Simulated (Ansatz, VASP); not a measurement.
**One calculation of Ca, two programs**

File INCAR:

```
PREC = Accurate
ENCUT = 520
EDIFF = 1E-6
ISMEAR = -1
SIGMA = 0.05
LREAL = False
LASPH = True
NELM = 100
ALGO = Normal
ISIF = 2
LWAVE = False
LCHARG = True
GGA = PE
LELF = True
LVHAR = True
NBANDS = 11
```

The input KPOINTS:

```
Automatic mesh
0
Gamma
  10 10 10
```

File POSCAR:

```
Ca
1.0
   -2.2400000000      2.2400000000      2.2400000000
    2.2400000000     -2.2400000000      2.2400000000
    2.2400000000      2.2400000000     -2.2400000000
Ca
1
Direct
    0.0000000000      0.0000000000      0.0000000000
```

Input for Ansatz:

```yaml
crystal:
  lattice:
    - [-2.24, 2.24, 2.24]
    - [2.24, -2.24, 2.24]
    - [2.24, 2.24, -2.24]
  atoms:
    - { symbol: Ca, position: [0.0, 0.0, 0.0] }
kpoints:
  mp_grid: { grid: [10, 10, 10] }
  band_path:
    path:
      - [0.0, 0.0, 0.0]
      - [0.5, -0.5, 0.5]
      - [0.0, 0.0, 0.5]
      - [0.0, 0.0, 0.0]
      - [0.25, 0.25, 0.25]
      - [0.5, -0.5, 0.5]
      - [0.25, 0.25, 0.25]
      - [0.0, 0.0, 0.5]
    npoints: 5
scf:
  occupations: { method: fermi_dirac, width: 0.05 }
hamiltonian:
  xc: pbe
  pseudopotentials:
    kind: all_electron
    lapw: { basis_error: 0.00025 }
    relativity: none
output:
  forces: true
  stress: true
  eigenvalues: true
```

Alike in both runs: task single point; functional PBE; k mesh 10 × 10 × 10; occupations fermi-dirac, width 0.05 eV; no spin polarisation.

|  | VASP | Ansatz |
| --- | --- | --- |
| version | VASP 6.6.1 | Ansatz 0.2.0 |
| potentials or method | VASP PAW PBE potentials, release 64 (Ca_sv), cutoff 520 eV | all-electron LAPW, non-relativistic |

```csv
,VASP,Ansatz,Ansatz less VASP
pressure (GPa),-1.0,-1.0,-0.01
```

Ansatz ran all-electron here, and VASP with PAW potentials.
